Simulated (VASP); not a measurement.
# SnO2 in VASP: further runs

Runs on SnO2. Level: PBE. Tasks: single point.

Everything below comes from runs of VASP 6.6.1. Logs are shortened: lines on timing, memory, paths and dates and some standing lists are left out, and cuts for length are marked.

## Step 1: The cell of the first run

It takes space group P-3m1 (No. 164, trigonal). The conventional cell has a = 3.228 Å, b = 3.228 Å, c = 5.490 Å, α = 90.00°, β = 90.00°, γ = 120.00°. Sn (site symmetry -3m) has 6 O at 2.12 Å within 2.8 Å. Within 2.8 Å of O (site symmetry 3m) lie 3 Sn at 2.12 Å and 3 O at 2.75 Å.

## Step 2: Single point, PBE

The input, INCAR:

```
SYSTEM = SnO2
PREC = Accurate ; ENCUT = 520
EDIFF = 1E-7 ; ISMEAR = 0
SIGMA = 0.1 ; LREAL = .False.
LASPH = .True. ; NELM = 80
ALGO = Normal ; ISIF = 2
LWAVE = .False. ; LCHARG = .True.
GGA = PE ; LELF = .True.
LVHAR = .True. ; NBANDS = 35
```

The input, KPOINTS:

```
regular mesh
0
Gamma
  4 4 4
  0 0 0
```

The input, POSCAR:

```
SnO2
1.0
   -1.6138978120      2.7953530086      0.0000000000
    0.0000000000      0.0000000000      5.4898739544
    4.8416934360      2.7953530086      0.0000000000
Sn O
2 4
Direct
    1.0000000000      1.0000000000      0.0000000000
    0.5000000000      1.0000000000      0.5000000000
    0.5000000000      0.1842883270      0.1666666667
    1.0000000000      0.1842883270      0.6666666667
    1.0000000000      0.8157116730      0.3333333333
    0.5000000000      0.8157116730      0.8333333333
```

Potentials or basis: VASP PAW PBE potentials, release 64 (Sn_d, O).

Run with:

```bash
$ cat potpaw_PBE.64/Sn_d/POTCAR potpaw_PBE.64/O/POTCAR > POTCAR
$ mpirun -np 1 vasp_std > vasp.out
```

OUTCAR:

```text
SYSTEM = SnO2
   PREC = Accurate
   ENCUT = 520
   EDIFF = 1E-7
   ISMEAR = 0
   LREAL = .False.
   LASPH = .True.
   NELM = 80
   ISIF = 2
   GGA = PE

 ion  position               nearest neighbor table
   1  0.000  0.000  0.000-   4 2.12   5 2.12   3 2.12   6 2.12   3 2.12   6 2.12   2 3.23   2 3.23
                             2 3.23   2 3.23
   2  0.500  0.000  0.500-   3 2.12   6 2.12   4 2.12   5 2.12   4 2.12   5 2.12   1 3.23   1 3.23
                             1 3.23   1 3.23
   3  0.500  0.184  0.167-   2 2.12   1 2.12   1 2.12
   4  0.000  0.184  0.667-   1 2.12   2 2.12   2 2.12
   5  0.000  0.816  0.333-   1 2.12   2 2.12   2 2.12
   6  0.500  0.816  0.833-   2 2.12   1 2.12   1 2.12

  LATTYP: Found a simple orthorhombic cell.
 ALAT       =     3.2277956240
 B/A-ratio  =     1.7008121312
 C/A-ratio  =     1.7320508076

  Lattice vectors:

 A1 = (  -1.6138978120,   2.7953530086,   0.0000000000)
 A2 = (   0.0000000000,   0.0000000000,   5.4898739544)
 A3 = (   4.8416934360,   2.7953530086,   0.0000000000)

Analysis of symmetry for initial positions (statically):
=====================================================================
 Subroutine PRICEL returns following result:

  LATTYP: Found a hexagonal cell.
 ALAT       =     3.2277956240
 C/A-ratio  =     1.7008121312

  Lattice vectors:

 A1 = (   1.6138978120,   2.7953530086,   0.0000000000)
 A2 = (  -3.2277956240,   0.0000000000,   0.0000000000)
 A3 = (   0.0000000000,   0.0000000000,   5.4898739544)

   2 primitive cells build up your supercell.

 Routine SETGRP: Setting up the symmetry group for a
 simple orthorhombic supercell.

 Subroutine GETGRP returns: Found  4 space group operations
 (whereof  4 operations were pure point group operations)
 out of a pool of  8 trial point group operations.

The static configuration has the point symmetry C_2h.

Analysis of symmetry for dynamics (positions and initial velocities):
=====================================================================
 Subroutine PRICEL returns following result:

  LATTYP: Found a hexagonal cell.
 ALAT       =     3.2277956240
 C/A-ratio  =     1.7008121312

  Lattice vectors:

 A1 = (   1.6138978120,   2.7953530086,   0.0000000000)
 A2 = (  -3.2277956240,   0.0000000000,   0.0000000000)
 A3 = (   0.0000000000,   0.0000000000,   5.4898739544)

   2 primitive cells build up your supercell.

 Routine SETGRP: Setting up the symmetry group for a
 simple orthorhombic supercell.

 Subroutine GETGRP returns: Found  4 space group operations
 (whereof  4 operations were pure point group operations)
 out of a pool of  8 trial point group operations.

The dynamic configuration has the point symmetry C_2h.

 Subroutine INISYM returns: Found  4 space group operations
 (whereof  4 operations are pure point group operations),
 and found     2 'primitive' translations

----------------------------------------------------------------------------------------

                                     Primitive cell

  volume of cell :      49.5342

  direct lattice vectors                    reciprocal lattice vectors
     1.613897812  2.795353009  0.000000000     0.000000000  0.357736571  0.000000000
    -3.227795624  0.000000000  0.000000000    -0.309808958  0.178868285  0.000000000
     0.000000000  0.000000000  5.489873954     0.000000000  0.000000000  0.182153545

  length of vectors
     3.227795624  3.227795624  5.489873954     0.357736571  0.357736571  0.182153545

  position of ions in fractional coordinates (direct lattice)
     0.000000000  0.000000000  0.000000000
     0.666666667  0.333333333  0.184288327
     0.333333333  0.666666667  0.815711673

  ion indices of the primitive-cell ions
   primitive index   ion index
                 1           1
                 2           4
                 3           5

----------------------------------------------------------------------------------------

 KPOINTS: regular mesh

Automatic generation of k-mesh.
 Grid dimensions read from file:
 generate k-points for:    4    4    4

 Generating k-lattice:

  Cartesian coordinates                     Fractional coordinates (reciprocal lattice)
    -0.038726120  0.067075607  0.000000000     0.250000000  0.000000000  0.000000000
     0.000000000  0.000000000  0.045538386     0.000000000  0.250000000  0.000000000
     0.038726120  0.022358536  0.000000000     0.000000000  0.000000000  0.250000000

  Length of vectors
     0.077452240  0.045538386  0.044717071

  Shift w.r.t. Gamma in fractional coordinates (k-lattice)
     0.000000000  0.000000000  0.000000000

 Subroutine IBZKPT returns following result:
 ===========================================

 Found     30 irreducible k-points:

 Following reciprocal coordinates:
            Coordinates               Weight
  0.000000  0.000000  0.000000      1.000000
  0.250000  0.000000  0.000000      2.000000
  0.500000  0.000000  0.000000      1.000000
  0.000000  0.250000  0.000000      2.000000
  0.250000  0.250000  0.000000      4.000000
  0.500000  0.250000  0.000000      2.000000
[... 16 lines left out ...]
  0.250000  0.000000  0.500000      2.000000
  0.500000  0.000000  0.500000      1.000000
 [... further k-points ...]
   k-points           NKPTS =     30   k-points in BZ     NKDIM =     30   number of bands    NBANDS=     35
   number of dos      NEDOS =    301   number of ions     NIONS =      6
   total plane-waves  NPLWV =  42336
   dimension x,y,z NGX =    24 NGY =   42 NGZ =   42
   dimension x,y,z NGXF=    48 NGYF=   84 NGZF=   84
   ions per type =               2   4
   NGX,Y,Z   is equivalent  to a cutoff of  12.36, 12.72, 12.49 a.u.
   NGXF,Y,Z  is equivalent  to a cutoff of  24.72, 25.44, 24.98 a.u.
 SYSTEM =  SnO2
   PREC   = accura    normal or accurate (medium, high low for compatibility)
   ISTART =      0    job   : 0-new  1-cont  2-samecut
   ICHARG =      2    charge: 1-file 2-atom 10-const
   ISPIN  =      1    spin polarized calculation?
   LNONCOLLINEAR =      F non collinear calculations
   LSORBIT =      F    spin-orbit coupling
   LASPH  =      T    aspherical Exc in radial PAW
   ENCUT  =  520.0 eV  38.22 Ry    6.18 a.u.   6.00 10.21 10.40*2*pi/ulx,y,z
   NELM   =     80;   NELMIN=  2; NELMDL= -5     # of ELM steps
   EDIFF  = 0.1E-06   stopping-criterion for ELM
   LREAL  =      F    real-space projection
   EDIFFG = 0.1E-05   stopping-criterion for IOM
   NSW    =      0    number of steps for IOM
   IBRION =     -1    ionic relax: 0-MD 1-quasi-New 2-CG
   NFREE  =      0    steps in history (QN), initial steepest desc. (CG)
   ISIF   =      2    stress and relaxation
   ISYM   =      2    0-nonsym 1-usesym 2-fastsym
   POTIM  = 0.5000    time-step for ionic-motion
   TEBEG  =    0.0;   TEEND  =   0.0 temperature during run
   PSTRESS=    0.0 pullay stress
   NELECT =      52.0000    total number of electrons
   NUPDOWN=      -1.0000    fix difference up-down
   EMIN   =  10.00;   EMAX   =-10.00  energy-range for DOS
   EFERMI =   0.00;   METHOD = LEGACY
   ISMEAR =     0;   SIGMA  =   0.10  broadening in eV -4-tet -1-fermi 0-gaus
   EFERMI_NEDOS =   21; number of points for ismear=-14 and -15
   IALGO  =     38    algorithm
   IMIX   =      4    mixing-type and parameters
     AMIX     =   0.40;   BMIX     =  1.00
     AMIX_MAG =   1.60;   BMIX_MAG =  1.00
  volume/ion in A,a.u.               =      16.51       111.42
  Fermi-wavevector in a.u.,A,eV,Ry     =   1.320579  2.495532 23.727579  1.743928
  Thomas-Fermi vector in A             =   2.450395
   LORBIT       =      0    0 simple, 1 ext, 2 COOP (PROOUT), +10 PAW based schemes
   GGA     = PE    functional components
   LHFCALC =     F    Hartree Fock is set to
   AEXX    =    0.0000 exact exchange contribution
   IVDW    =     0    specifies the selected vdW correction
   LEPSILON=     F    determine dielectric tensor
   LRPA    =     F    only Hartree local field effects (RPA)
 non-spin polarized calculation
 Gauss-broadening in eV      SIGMA  =   0.10
  energy-cutoff  :      520.00
  volume of cell :       99.07
 maximum number of plane-waves:      2688
   NGX = 13   NGY = 21   NGZ = 21

 number of electron      51.9999994 magnetization

 Free energy of the ion-electron system (eV)
  ---------------------------------------------------
  ext. energy  EPLUGINS =         0.00000000
  ---------------------------------------------------
  free energy    TOTEN  =       -36.36934083 eV

  energy without entropy =      -36.36934083  energy(sigma->0) =      -36.36934083

 E-fermi :   2.2533     XC(G=0):  -9.0962

 val. band max:        1.7667245407   @ k =   0.5000   0.2500   0.0000
 cond. band min:       4.0544597177   @ k =   0.0000   0.0000   0.0000
 fundamental gap:      2.2877351770
 Fermi energy:         2.2532978724

 k-point     1 :       0.0000    0.0000    0.0000
  band No.  band energies     occupation
      1     -18.6851      2.00000
      2     -18.1224      2.00000
      3     -17.9009      2.00000
      4     -17.9008      2.00000
      5     -17.8704      2.00000
      6     -17.8160      2.00000
[... 27 lines left out ...]
     34      13.0638      0.00000
     35      13.0639      0.00000

 k-point     2 :       0.2500    0.0000    0.0000
  band No.  band energies     occupation
      1     -18.4606      2.00000
      2     -18.2091      2.00000
      3     -18.1704      2.00000
      4     -18.0142      2.00000
      5     -17.8154      2.00000
      6     -17.7872      2.00000
[... 27 lines left out ...]
     34      12.9398      0.00000
     35      13.4964      0.00000

 k-point     3 :       0.5000    0.0000    0.0000
  band No.  band energies     occupation
      1     -18.4715      2.00000
      2     -18.4715      2.00000
      3     -18.0922      2.00000
      4     -18.0922      2.00000
      5     -17.7854      2.00000
      6     -17.7854      2.00000
[... 27 lines left out ...]
     34      13.1440      0.00000
     35      13.3050      0.00000

 k-point     4 :       0.0000    0.2500    0.0000
  band No.  band energies     occupation
      1     -18.6854      2.00000
      2     -18.1223      2.00000
      3     -17.9009      2.00000
      4     -17.9008      2.00000
      5     -17.8704      2.00000
      6     -17.8161      2.00000
[... 27 lines left out ...]
     34      13.0567      0.00000
     35      13.6527      0.00000

 k-point     5 :       0.2500    0.2500    0.0000
  band No.  band energies     occupation
      1     -18.4608      2.00000
      2     -18.2095      2.00000
      3     -18.1704      2.00000
      4     -18.0141      2.00000
      5     -17.8154      2.00000
      6     -17.7872      2.00000
[... 638 lines left out ...]
 k-point    22 :      -0.0000    0.0000    0.5000
  band No.  band energies     occupation
      1     -18.3370      2.00000
      2     -18.3370      2.00000
      3     -17.9101      2.00000
      4     -17.9101      2.00000
      5     -17.8210      2.00000
      6     -17.8210      2.00000
[... 27 lines left out ...]
     34      12.9387      0.00000
     35      14.0300      0.00000

 k-point    23 :       0.2500    0.0000    0.5000
  band No.  band energies     occupation
      1     -18.4458      2.00000
      2     -18.4458      2.00000
      3     -17.9554      2.00000
      4     -17.9554      2.00000
      5     -17.8150      2.00000
      6     -17.8150      2.00000
[... 27 lines left out ...]
     34      13.0489      0.00000
     35      13.6605      0.00000

 k-point    24 :       0.5000    0.0000    0.5000
  band No.  band energies     occupation
      1     -18.6852      2.00000
      2     -18.6852      2.00000
      3     -17.8701      2.00000
      4     -17.8701      2.00000
      5     -17.8162      2.00000
      6     -17.8162      2.00000
[... 27 lines left out ...]
     34      13.0599      0.00000
     35      13.9558      0.00000

 [... further k-points ...]
[... 5 lines left out ...]
  --------------------------------------------------------------------------------------
  -------------------------------------------------------------------------------------
  Total        0.3974794      0.4408877      0.1047817     -0.0375927      0.0080640      0.0139672
  in kB        6.4282108      7.1302287      1.6945759     -0.6079653      0.1304144      0.2258837
  external PRESSURE =       5.0843385 kB  Pullay stress =       0.0000000 kB

 VOLUME and BASIS-vectors are now :
 -----------------------------------------------------------------------------
  energy-cutoff  :      520.00
  volume of cell :       99.07
      direct lattice vectors                 reciprocal lattice vectors
    -1.613897812  2.795353009  0.000000000    -0.154904479  0.268302428  0.000000000
     0.000000000  0.000000000  5.489873954     0.000000000  0.000000000  0.182153545
     4.841693436  2.795353009  0.000000000     0.154904479  0.089434143  0.000000000

 POSITION                                       TOTAL-FORCE (eV/Angst)
 -----------------------------------------------------------------------------------
      0.00000      0.00000      0.00000         0.000000      0.000000      0.000000
      1.61390      2.79535      0.00000         0.000000      0.000000      0.000000
      0.00000      1.86357      1.01172         0.003551      0.002050      0.046954
      3.22780      1.86357      1.01172         0.003551      0.002050      0.046954
      1.61390      0.93178      4.47815        -0.003551     -0.002050     -0.046954
      3.22780      3.72714      4.47815        -0.003551     -0.002050     -0.046954
 -----------------------------------------------------------------------------------
    total drift:                               -0.000000      0.000000     -0.000000

  FREE ENERGIE OF THE ION-ELECTRON SYSTEM (eV)
  ---------------------------------------------------
  free  energy   TOTEN  =       -36.3693408272 eV

  energy  without entropy=      -36.3693408272  energy(sigma->0) =      -36.36934083
```

Wall time 44 s (1 thread of Intel Xeon 6975P-C (Granite Rapids), shared host); peak memory 0.23 GiB.

Results:

| Item | Value |
| --- | --- |
| Free energy | -36.3693 eV |
| Pressure | 0.5 GPa |
| Largest force | 0.047 eV/Å |
| Band gap on the k mesh | 2.29 eV |

Forces in eV/Å, atoms in the order of the input:
```
Sn   0.000  0.000  0.000
Sn   0.000  0.000  0.000
O    0.004  0.002  0.047
O    0.004  0.002  0.047
O   -0.004 -0.002 -0.047
O   -0.004 -0.002 -0.047
```

Levels at points of the mesh, in eV from the valence-band top:
```
           k point  band 24  band 25  band 26  band 27  band 28  band 29
(0.00, 0.00, 0.00)    -0.37    -0.32    -0.12     2.29     5.40     5.89
(0.50, 0.00, 0.00)    -0.55    -0.01    -0.01     5.88     5.88     9.06
(0.00, 0.50, 0.00)    -0.73    -0.40    -0.15     2.94     5.34     5.65
(0.50, 0.50, 0.00)    -0.35    -0.01    -0.01     5.86     5.86     8.66
(0.00, 0.00, 0.50)    -0.44    -0.05    -0.05     4.44     4.44     7.32
(0.50, 0.00, 0.50)    -0.37    -0.12    -0.12     5.40     5.40     7.46
(0.00, 0.50, 0.50)    -0.46    -0.28    -0.28     4.64     4.64     6.94
(0.50, 0.50, 0.50)    -0.40    -0.15    -0.15     5.34     5.34     7.31
```

Caveat: the k points lie up to 0.49 Å⁻¹ apart; spin-orbit coupling is left out, which moves the levels of the heavy elements.

## Step 3: Single point, PBE

This run uses another cell than the first one, of 16.47 Å³/atom, 0.998 times its volume.

The input, INCAR:

```
SYSTEM = SnO2
  PREC = Accurate
  ENCUT = 520
  EDIFF = 1E-7
  ISMEAR = 0
  SIGMA = 0.1
  LREAL = .False.
  LASPH = .True.
  NELM = 60
  ALGO = Normal
  ISIF = 2
  LWAVE = .False.
  LCHARG = .True.
  GGA = PE
  LELF = .True.
  LVHAR = .True.
  NBANDS = 35
```

KPOINTS is that of step 2.

The input, POSCAR:

```
SnO2
1.0
   -1.6149946449      2.7967160954     -0.0179664820
    0.0473441489     -0.0073003288      5.4740114670
    4.8420910734      2.7950261874      0.0388029284
Sn O
2 4
Direct
    0.9999992617      1.0000039421      0.0000015976
    0.5000081001      0.9999995970      0.4999995122
    0.5035232992      0.1846146276      0.1642215519
    1.0035078436      0.1846002168      0.6642270107
    0.9964860966      0.8154060547      0.3357728431
    0.4964753988      0.8153755617      0.8357774844
```

Potentials or basis: VASP PAW PBE potentials, release 64 (Sn_d, O).

Run with:

```bash
$ cat potpaw_PBE.64/Sn_d/POTCAR potpaw_PBE.64/O/POTCAR > POTCAR
$ mpirun -np 1 vasp_std > vasp.out
```

Run time: 56 s. Hardware: 1 thread of Intel Xeon 6975P-C (Granite Rapids), shared host; peak memory 0.24 GiB.

It converged, with:

| Item | Value |
| --- | --- |
| Free energy | -36.3693 eV |
| Pressure | 0.5 GPa |
| Largest force | 0.059 eV/Å |
| Band gap on the k mesh | 2.27 eV |

Forces on the atoms (eV/Å):
```
Sn  -0.001  0.000 -0.001
Sn   0.001  0.000  0.000
O    0.002 -0.001  0.058
O    0.002 -0.001  0.058
O   -0.002  0.001 -0.059
O   -0.002  0.001 -0.057
```

Stress tensor (GPa, compression positive):
```
 0.61  0.00  0.02
 0.00  0.67 -0.01
 0.02 -0.01  0.25
```

Levels at points of the mesh, in eV from the valence-band top:
| k point | band 22 | band 23 | band 24 | band 25 | band 26 | band 27 | band 28 | band 29 | band 30 | band 31 |
| --- | --- | --- | --- | --- | --- | --- | --- | --- | --- | --- |
| (0.00, 0.00, 0.00) | -0.75 | -0.75 | -0.38 | -0.33 | -0.14 | 2.27 | 5.39 | 5.88 | 7.47 | 10.06 |
| (0.50, 0.00, 0.00) | -1.88 | -0.56 | -0.56 | -0.01 | -0.01 | 5.86 | 5.86 | 9.05 | 9.05 | 9.44 |
| (0.00, 0.50, 0.00) | -0.83 | -0.75 | -0.74 | -0.41 | -0.15 | 2.93 | 5.32 | 5.64 | 7.27 | 10.19 |
| (0.50, 0.50, 0.00) | -1.94 | -0.35 | -0.35 | -0.02 | -0.02 | 5.85 | 5.85 | 8.63 | 8.63 | 9.50 |
| (0.00, 0.00, 0.50) | -1.38 | -0.45 | -0.45 | -0.06 | -0.06 | 4.43 | 4.43 | 7.32 | 7.32 | 9.00 |
| (0.50, 0.00, 0.50) | -1.24 | -0.38 | -0.38 | -0.13 | -0.12 | 5.39 | 5.39 | 7.43 | 7.46 | 10.54 |
| (0.00, 0.50, 0.50) | -1.15 | -0.47 | -0.47 | -0.29 | -0.29 | 4.63 | 4.63 | 6.91 | 6.91 | 9.65 |
| (0.50, 0.50, 0.50) | -1.08 | -0.41 | -0.41 | -0.17 | -0.16 | 5.32 | 5.33 | 7.29 | 7.32 | 10.34 |

Caveat: the k points lie up to 0.49 Å⁻¹ apart; spin-orbit coupling is left out, which moves the levels of the heavy elements. PBE gaps usually lie below the measured ones, often by a third to a half.
